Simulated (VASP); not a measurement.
AlN (AlN (P6_3mc)): vibrations by perturbation theory with PBE

The system is AlN (AlN (P6_3mc)).

```xyz
4
Lattice="3.1298 0.0000 0.0000 -1.5649 2.7104 0.0000 0.0000 0.0000 5.0174" Properties=species:S:1:pos:R:3 pbc="T T T"
Al    1.5649    0.9035    2.5049
Al    0.0000    1.8070    5.0136
N     1.5649    0.9035    4.4192
N     0.0000    1.8070    1.9104
```

```
Program                : VASP 6.6.1
Task                   : vibrations by perturbation theory
Functional             : PBE
Potentials or basis    : VASP PAW PBE potentials, release 64 (Al, N)
Cutoff                 : 520 eV
k mesh                 : 9 × 9 × 5
Occupations            : gaussian, width 0.01 eV
Spin                   : no spin polarisation
Dipole correction      : no
Further INCAR settings : ALGO = Normal; EDIFF = 1e-08; IBRION = 8; NSW = 1
```

```json
{
 "Electronic dielectric tensor (diagonal)": "4.47, 4.47, 4.69",
 "Born charges (mean of the diagonal)": "Al +2.57; N -2.57 e",
 "Highest phonon frequency at Γ, LO-TO splitting left out": "706 cm⁻¹"
}
```

Phonon frequencies in cm⁻¹ (negative: imaginary):
| q point | frequencies |
| --- | --- |
| (0.000, 0.000, 0.000) | 0 0 0 237 237 536 595 637 637 649 649 706 |

Electronic dielectric tensor:
```
4.47 0.00 0.00
0.00 4.47 0.00
0.00 0.00 4.69
```

Born effective charge tensors (e):
atom 1, Al
```
2.52 0.00 0.00
0.00 2.52 0.00
0.00 0.00 2.68
```
atom 2, Al
```
2.52 0.00 0.00
0.00 2.52 0.00
0.00 0.00 2.68
```
atom 3, N
```
-2.52  0.00  0.00
 0.00 -2.52  0.00
 0.00  0.00 -2.68
```
atom 4, N
```
-2.52  0.00  0.00
 0.00 -2.52  0.00
 0.00  0.00 -2.68
```

It used 1100 s of CPU time on 1 thread of AMD EPYC 7R13 Processor (Zen 3) (shared host).
